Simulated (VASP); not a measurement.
# Cu3N: single point with r2SCAN

Cu3N:

```
CELL_PARAMETERS angstrom
3.78937 0.00000 0.00000
0.00000 3.78937 0.00000
0.00000 0.00000 3.78937
ATOMIC_POSITIONS crystal
Cu 0.50000 0.00000 0.00000
Cu 0.00000 0.50000 0.00000
Cu 0.00000 0.00000 0.50000
N 0.00000 0.00000 0.00000
```

```yaml
Program: VASP 6.6.1
Task: single point
Functional: r2SCAN
Potentials_or_basis: VASP PAW PBE potentials, release 64 (Cu, N)
Cutoff: 660 eV
k_mesh: 6 × 6 × 6
Occupations: fermi-dirac, width 0.02 eV
Spin: no spin polarisation
```

```yaml
Pressure: 0.7 GPa
Band_gap_on_the_k_mesh: 0.25 eV, indirect (least direct gap 0.86 eV)
```

Levels at points of the mesh, in eV from the valence-band top:
```csv
k point,band 15,band 16,band 17,band 18,band 19,band 20,band 21,band 22,band 23,band 24
"(0.00, 0.00, 0.00)",-2.51,-1.98,-1.98,-1.98,-1.91,1.20,5.72,5.72,7.03,7.03
"(0.50, 0.00, 0.00)",-2.51,-2.31,-1.98,-1.51,-1.51,1.85,3.56,7.38,7.59,7.59
"(0.50, 0.50, 0.00)",-2.46,-2.29,-1.14,-1.14,-0.75,0.25,4.02,5.19,5.19,8.65
"(0.50, 0.50, 0.50)",-2.01,-2.01,0.00,0.00,0.00,0.94,0.94,0.94,6.33,8.70
```

It used 100 s of CPU time on 1 thread of AMD EPYC 7R13 Processor (Zen 3) (shared host).

Caveat: the PAW data sets were made with another functional, which shifts forces and pressure a little. A k mesh can miss the band edges.
